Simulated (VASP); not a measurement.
Write the native input for VASP 6.6.1 that does the following.

```yaml
Task: single point
Functional: PBEsol
Potentials_or_basis: VASP PAW PBE potentials, release 64 (Si, N)
Cutoff: 520 eV
k_mesh: 2 × 2 × 2
Occupations: gaussian, width 0.02 eV
Spin: collinear spin, zero start
Starting_moments: "[0.0, 0.0, 0.0, 0.0, 0.0, 0.0, 0.0, 0.0, 0.0, 0.0, 0.0, 0.0, 0.0, 0.0, 0.0, 0.0, 0.0] μB"
Dipole_correction: no
Further_INCAR_settings: LREAL = Auto; ALGO = Normal; EDIFF = 1e-07; NBANDS = 52
```

The structure of Si16N (a cell with a defect) lies in POSCAR:

```
Si16N
1.0
    0.0000000000      5.4300000000      5.4300000000
    5.4300000000      0.0000000000      5.4300000000
    5.4300000000      5.4300000000      0.0000000000
Si N
16 1
Direct
    0.0442047882      0.0039987109     -0.0645865562
    0.1148103131      0.1160506446      0.1254648250
   -0.0123705341     -0.0071900552      0.4971305709
    0.1627778085      0.1256750460      0.5645866483
   -0.0041802026      0.4927525783      0.0056639963
    0.1225232044      0.6315937385      0.1164289134
    0.0006553407      0.5012210866      0.4897225599
    0.1178857274      0.6166081952      0.6328028545
    0.4867639963     -0.0133943831      0.0522794659
    0.6782906077      0.1157837937      0.0960948435
    0.5180882136     -0.0341963168      0.5506609576
    0.6157114180      0.1065386740      0.6830191529
    0.4961174954      0.4844948435      0.0229830571
    0.6199604052      0.6077368324      0.1537871087
    0.4926709024      0.4810797422      0.5276250460
    0.6256606814      0.5947562615      0.6559424494
    0.7306900552      0.9933896869      0.3268532228
```

The input as run:

INCAR

```
PREC = Accurate ; ENCUT = 520
EDIFF = 1E-7 ; ISMEAR = 0
SIGMA = 0.02 ; LREAL = Auto
LASPH = True ; NELM = 150
ALGO = Normal ; ISIF = 2
LWAVE = False ; LCHARG = False
ISPIN = 2 ; MAGMOM = 0 0 0 0 0 0 0 0 0 0 0 0 0 0 0 0 0
LORBIT = 11 ; GGA = PS
NBANDS = 52
```

KPOINTS

```
Automatic mesh
0
Gamma
  2 2 2
```

Potentials or basis: VASP PAW PBE potentials, release 64 (Si, N).

Run with:

```console
$ cat potpaw_PBE.64/Si/POTCAR potpaw_PBE.64/N/POTCAR > POTCAR
$ mpirun -np 1 vasp_std > vasp.out
```

Results of the run:

```json
{"Pressure": "1.7 GPa", "Largest force": "0.135 eV/Å", "Net moment": "0.00 μB per cell", "Valence electrons inside the program's atomic spheres": "Si 1.69, 1.67, 1.66, 1.70, 1.68, 1.71; N 3.79"}
```

Caveat: the k points lie up to 0.50 Å⁻¹ apart; the PAW data sets were made with another functional, which shifts forces and pressure a little.

Wall time 10 min on 1 thread of AMD EPYC 9R14 (Zen 4), with other jobs on the host, peak memory 0.69 GiB.
